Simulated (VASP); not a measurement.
A run of VASP 6.6.1 is set up as follows.

File INCAR:

```
SYSTEM = Ta4C3
PREC     = Accurate       ! precision mode
ENCUT    = 520            ! plane-wave cutoff, eV
EDIFF    = 1E-6           ! SCF threshold, eV
ISMEAR   = 0              ! smearing method
SIGMA    = 0.15           ! smearing width, eV
LREAL    = .False.        ! projectors in reciprocal space
LASPH    = .True.         ! aspherical terms in the spheres
NELM     = 100            ! most SCF steps
ALGO     = Normal         ! electronic algorithm
ISIF     = 2              ! what is computed and relaxed
LWAVE    = .False.        ! write WAVECAR
LCHARG   = .True.         ! write CHGCAR
GGA      = PS             ! functional
LELF     = .True.         ! ELF
LVHAR    = .True.       
NBANDS   = 37             ! bands
```

KPOINTS

```
regular mesh
0
Gamma
  10 10 10
  0 0 0
```

POSCAR

```
Ta4C3
1.0
    4.2264981175      0.0000000000      0.0000000000
    0.0000000000      4.2264981175      0.0000000000
    0.0000000000      0.0000000000      4.5787062939
Ta C
4 3
Direct
    0.0000000000      0.5000000000      0.5000000000
    0.5000000000      0.0000000000      0.5000000000
    0.5000000000      0.5000000000      0.0000000000
    0.0000000000      0.0000000000      0.0000000000
    0.5000000000      0.0000000000      0.0000000000
    0.0000000000      0.5000000000      0.0000000000
    0.0000000000      0.0000000000      0.5000000000
```

Potentials or basis: VASP PAW PBE potentials, release 64 (Ta_pv, C).

Command:

```console
$ cat potpaw_PBE.64/Ta_pv/POTCAR potpaw_PBE.64/C/POTCAR > POTCAR
$ mpirun -np 1 vasp_std > vasp.out
```

(1) What does it give for the pressure?

(2) What does it give for the band gap on the k mesh?

Answers

(1) 19.3 GPa.

(2) zero (bands 28 and 29 overlap by 1.04 eV).

Caveat: the cell differs from its parent crystal (strain -0.040 along x and y, +0.040 along z); the cell stands under pressure; the PAW data sets were made with another functional, which shifts forces and pressure a little; spin-orbit coupling is left out, which moves the levels of the heavy elements.
